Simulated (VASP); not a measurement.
# Bi (P-1) in VASP: settings compared, part 2 of 2

VASP 6.6.1. The steps go on from the part before.

### Step 4. Single point, PBEsol

Contents of INCAR:

```
PREC     = Accurate       # precision mode
ENCUT    = 520            # plane-wave cutoff, eV
EDIFF    = 1E-6           # SCF threshold, eV
ISMEAR   = -1             # smearing method
SIGMA    = 0.05           # smearing width, eV
LREAL    = False          # projectors in reciprocal space
LASPH    = True           # aspherical terms in the spheres
NELM     = 80             # most SCF steps
ALGO     = Fast           # electronic algorithm
ISIF     = 2              # what is computed and relaxed
LWAVE    = False          # write WAVECAR
LCHARG   = False          # write CHGCAR
GGA      = PS             # functional
NBANDS   = 22             # bands
```

Contents of KPOINTS:

```
Automatic mesh
0
Gamma
  7 7 4
```

Contents of POSCAR:

```
Bi
1.0
    3.2383762460      0.0323837625      0.0000000000
    0.0322164332      3.2216433200      0.0000000000
   -0.0804548793     -0.0008045488      6.4438887882
Bi
2
Direct
    0.5442472500      0.0000000000      0.7495778900
    0.4557527500      0.0000000000      0.2504221100
```

Potentials or basis: VASP PAW PBE potentials, release 64 (Bi_d).

On the command line:

```console
$ cat potpaw_PBE.64/Bi_d/POTCAR > POTCAR
$ mpirun -np 1 vasp_std > vasp.out
```

OUTCAR:

```text
PREC = Accurate
   ENCUT = 520
   EDIFF = 1E-6
   ISMEAR = -1
   LREAL = False
   LASPH = True
   NELM = 80
   ISIF = 2
   GGA = PS

 ion  position               nearest neighbor table
   1  0.544  0.000  0.750-   2 3.23   2 3.24
   2  0.456  0.000  0.250-   1 3.23   1 3.24

  LATTYP: Found a triclinic cell.
 ALAT       =     4.6136177482
 B/A-ratio  =     0.6983249532
 C/A-ratio  =     1.3968194654
 COS(alpha) =     0.0002496771
 COS(beta)  =     0.0089383004
 COS(gamma) =     0.7123625893

  Lattice vectors:

 A1 = (  -3.2705926792,  -3.2540270825,   0.0000000000)
 A2 = (  -0.0322164332,  -3.2216433200,   0.0000000000)
 A3 = (  -0.0804548793,  -0.0008045488,   6.4438887882)

Analysis of symmetry for initial positions (statically):
=====================================================================
 Subroutine PRICEL returns:
 Original cell was already a primitive cell.

 Routine SETGRP: Setting up the symmetry group for a
 triclinic supercell.

[... 160 lines left out ...]
  ext. energy  EPLUGINS =         0.00000000
  ---------------------------------------------------
  free energy    TOTEN  =        -8.58423981 eV

  energy without entropy =       -8.57395657  energy(sigma->0) =       -8.57909819

 E-fermi :   6.6269     XC(G=0):  -9.9514

 val. band max:        6.6261627772   @ k =   0.2857   0.4286   0.5000
 cond. band min:       6.6392897604   @ k =  -0.4286   0.2857   0.5000
 fundamental gap:      0.0131269832
 Fermi energy:         6.6268905603

 k-point     1 :       0.0000    0.0000    0.0000
  band No.  band energies     occupation
      1     -16.2403      2.00000
      2     -16.2218      2.00000
      3     -16.2127      2.00000
      4     -15.9812      2.00000
      5     -15.9747      2.00000
      6     -15.9604      2.00000
[... 589 lines left out ...]
     21      13.9641      0.00000
     22      14.3086      0.00000

 [... further k-points ...]

------------------------ aborting loop because EDIFF is reached ----------------------------------------

  FORCE on cell =-STRESS in cart. coord.  units (eV):
  Direction    XX          YY          ZZ          XY          YZ          ZX
  --------------------------------------------------------------------------------------
  -------------------------------------------------------------------------------------
  Total       -0.3168856      0.0136219     -0.3764721      0.0805507     -0.0095812      0.0104247
  in kB       -7.5527252      0.3246683     -8.9729252      1.9198642     -0.2283605      0.2484659
  external PRESSURE =      -5.4003274 kB  Pullay stress =       0.0000000 kB

 VOLUME and BASIS-vectors are now :
 -----------------------------------------------------------------------------
  energy-cutoff  :      520.00
  volume of cell :       67.22
      direct lattice vectors                 reciprocal lattice vectors
     3.238376246  0.032383763  0.000000000     0.308827614 -0.003088276  0.003855467
     0.032216433  3.221643320  0.000000000    -0.003104316  0.310431637  0.000000000
    -0.080454879 -0.000804549  6.443888788     0.000000000  0.000000000  0.155185794

 POSITION                                       TOTAL-FORCE (eV/Angst)
 -----------------------------------------------------------------------------------
      1.70217      0.01702      4.83020        -0.001115     -0.001779      0.005100
      1.45575      0.01456      1.61369         0.001115      0.001779     -0.005100
 -----------------------------------------------------------------------------------
    total drift:                                0.000000     -0.000000      0.000000

  FREE ENERGIE OF THE ION-ELECTRON SYSTEM (eV)
  ---------------------------------------------------
  free  energy   TOTEN  =        -8.5842398117 eV

  energy  without entropy=       -8.5739565741  energy(sigma->0) =       -8.57909819
```

stdout:

```text
POSCAR found type information on POSCAR Bi
 POSCAR found :  1 types and       2 ions
 scaLAPACK will be used
 -----------------------------------------------------------------------------
|                                                                             |
|                                                                             |
|     You enforced a specific xc type in the INCAR file but a different       |
|     I HOPE YOU KNOW WHAT YOU ARE DOING!                                     |
|                                                                             |
 -----------------------------------------------------------------------------

 LDA part: xc-table for (Slater+PW92), standard interpolation
 POSCAR, INCAR and KPOINTS ok, starting setup
 FFT: planning ... GRIDC
 FFT: planning ... GRID_SOFT
 FFT: planning ... GRID
 WAVECAR not read
 entering main loop
```

Run time: 46 s. Hardware: 1 thread of Intel Xeon Platinum 8559C (Emerald Rapids), shared host; peak memory 0.24 GiB.

What came out:

* Free energy: -8.5842 eV
* Pressure: -0.5 GPa
* Largest force: 0.006 eV/Å
* Band gap on the k mesh: zero (band 15 reaches 10.56 eV, above the bottom of band 16 at 4.53 eV)

Forces on the atoms (eV/Å):
```
Bi  -0.001 -0.002  0.005
Bi   0.001  0.002 -0.005
```

Levels at points of the mesh, in eV from the Fermi level:
```
           k point  band 13  band 14  band 15  band 16  band 17  band 18
(0.00, 0.00, 0.00)    -5.06     3.23     3.27     3.33     4.86     5.27
(0.00, 0.00, 0.50)    -1.82    -1.79     3.93     4.02     4.13     4.16
```

Caveat: the PAW data sets were made with another functional, which shifts forces and pressure a little; spin-orbit coupling is left out, which moves the levels of the heavy elements.

### Step 5. Single point, LDA

Contents of INCAR:

```
  ALGO = Normal
  EDIFF = 1E-6
  ENCUT = 520
  ISIF = 2
  ISMEAR = 1
  LASPH = True
  LCHARG = True
  LELF = True
  LREAL = False
  LVHAR = True
  LWAVE = False
  NBANDS = 22
  NELM = 80
  PREC = Accurate
  SIGMA = 0.05
```

Contents of KPOINTS:

```
k-points
0
Gamma
  6 6 3
```

Contents of POSCAR:

```
Bi
1.0
    3.2383762460      0.0000000000      0.0000000000
    0.0000000000      3.2216433200      0.0000000000
   -0.0804548793      0.0000000000      6.4438887882
Bi
2
Direct
    0.5553360000      0.0007030000      0.7502840000
    0.4583770000      0.0127120000      0.2414060000
```

Potentials or basis: VASP PAW LDA potentials, release 64 (Bi_d).

On the command line:

```console
$ cat potpaw_LDA.64/Bi_d/POTCAR > POTCAR
$ mpirun -np 1 vasp_std > vasp.out
```

Wall time 42 s (1 thread of Intel Xeon Platinum 8259CL at 2.50GHz (Skylake/Cascade Lake), shared host); peak memory 0.18 GiB.

Results (log left out):

```
Free energy            : -9.1667 eV
Pressure               : -1.3 GPa
Largest force          : 0.198 eV/Å
Band gap on the k mesh : zero (band 15 reaches 10.14 eV, above the bottom of band 16 at 4.63 eV)
```

Forces on the atoms (eV/Å):
```
Bi  -0.096  0.012 -0.173
Bi   0.096 -0.012  0.173
```

Stress tensor (GPa, compression positive):
```
-1.81  0.01  0.22
 0.01 -0.89  0.00
 0.22  0.00 -1.21
```

Levels at points of the mesh, in eV from the Fermi level:
| k point | band 12 | band 13 | band 14 | band 15 | band 16 | band 17 | band 18 | band 19 |
| --- | --- | --- | --- | --- | --- | --- | --- | --- |
| (0.00, 0.00, 0.00) | -11.43 | -5.20 | 3.01 | 3.09 | 3.10 | 4.58 | 5.02 | 6.41 |
| (0.50, 0.00, 0.00) | -9.58 | -5.17 | -3.40 | -3.20 | 2.19 | 5.02 | 5.36 | 6.96 |
| (0.00, 0.50, 0.00) | -9.47 | -5.23 | -3.32 | -3.28 | 2.58 | 4.97 | 5.06 | 6.63 |
| (0.50, 0.50, 0.00) | -7.58 | -3.33 | -3.25 | -1.61 | -1.58 | -1.38 | 2.63 | 4.74 |

Caveat: spin-orbit coupling is left out, which moves the levels of the heavy elements.

### Step 6. The runs side by side

| level | potentials or basis | cell | k mesh | smearing | gap on the mesh (eV) | pressure (GPa) | largest force (eV/Å) |
| --- | --- | --- | --- | --- | --- | --- | --- |
| PBEsol | VASP PAW PBE potentials, release 64 (Bi_d) | a = 3.238, b = 3.222, c = 6.444 Å, angles 90.0, 90.7, 90.6°, 2 atoms | 7 × 7 × 4 | fermi-dirac 0.05 eV | none | -0.6 | - |
| PBEsol | VASP PAW PBE potentials, release 64 (Bi_d) | a = 3.238, b = 3.222, c = 6.444 Å, angles 90.0, 90.7, 89.4°, 2 atoms | 7 × 7 × 4 | fermi-dirac 0.05 eV | none | -0.5 | - |
| PBEsol | VASP PAW PBE potentials, release 64 (Bi_d) | a = 3.239, b = 3.222, c = 6.444 Å, angles 90.0, 90.7, 88.9°, 2 atoms | 7 × 7 × 4 | fermi-dirac 0.05 eV | none | -0.5 | 0.01 |
| LDA | VASP PAW LDA potentials, release 64 (Bi_d) | a = 3.238, b = 3.222, c = 6.444 Å, angles 90.0, 90.7, 90.0°, 2 atoms | 6 × 6 × 3 | methfessel-paxton 0.05 eV | none | -1.3 | 0.20 |

Alike in all rows: task single point; no spin polarisation; cutoff (eV) 520.

Caveats: spin-orbit coupling is left out, which moves the levels of the heavy elements; the PAW data sets were made with another functional, which shifts forces and pressure a little (some runs).

Total energies depend on the potentials used, so only differences within one code and one set of settings carry meaning.
